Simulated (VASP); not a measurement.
Here is a VASP 6.6.1 calculation.

File POSCAR:

```
Hf
1.0
   -1.5563037693      1.5563037693      1.5563037693
    1.5563037693     -1.5563037693      1.5563037693
    1.5563037693      1.5563037693     -1.5563037693
Hf
1
Direct
    0.0000000000      0.0000000000      0.0000000000
```

Contents of INCAR.step1:

```
SYSTEM = Hf
  PREC = Accurate
  ENCUT = 520
  ISMEAR = 0
  SIGMA = 0.05
  LREAL = .FALSE.
  LASPH = .TRUE.
  NELM = 60
  NBANDS = 11
  GGA = PE
  ALGO = Normal
  EDIFF = 1E-4
  LWAVE = .TRUE.
  LCHARG = .FALSE.
```

INCAR.step2

```
SYSTEM = Hf
  PREC = Accurate
  ENCUT = 520
  EDIFF = 1E-6
  ISMEAR = 0
  SIGMA = 0.05
  LREAL = .FALSE.
  LASPH = .TRUE.
  NELM = 60
  ALGO = Normal
  ISIF = 2
  LWAVE = .FALSE.
  LCHARG = .FALSE.
  METAGGA = R2SCAN
  LMIXTAU = .TRUE.
  NBANDS = 11
  ISTART = 1
```

Contents of KPOINTS:

```
regular mesh
0
G
  20 20 20
  0 0 0
```

Potentials or basis: VASP PAW PBE potentials, release 64 (Hf_pv).

Run with:

```bash
$ cat potpaw_PBE.64/Hf_pv/POTCAR > POTCAR
$ cp INCAR.step1 INCAR
$ mpirun -np 1 vasp_std > vasp.out
$ cp INCAR.step2 INCAR
$ mpirun -np 1 vasp_std > vasp.out
```

(1) Estimate the band gap on the k mesh.

(2) What does it give for the pressure?

Results:

(1) zero (band 5 reaches 9.40 eV, above the bottom of band 6 at 6.40 eV).

(2) 70.0 GPa.

Caveat: the PAW data sets were made with another functional, which shifts forces and pressure a little; spin-orbit coupling is left out, which moves the levels of the heavy elements.
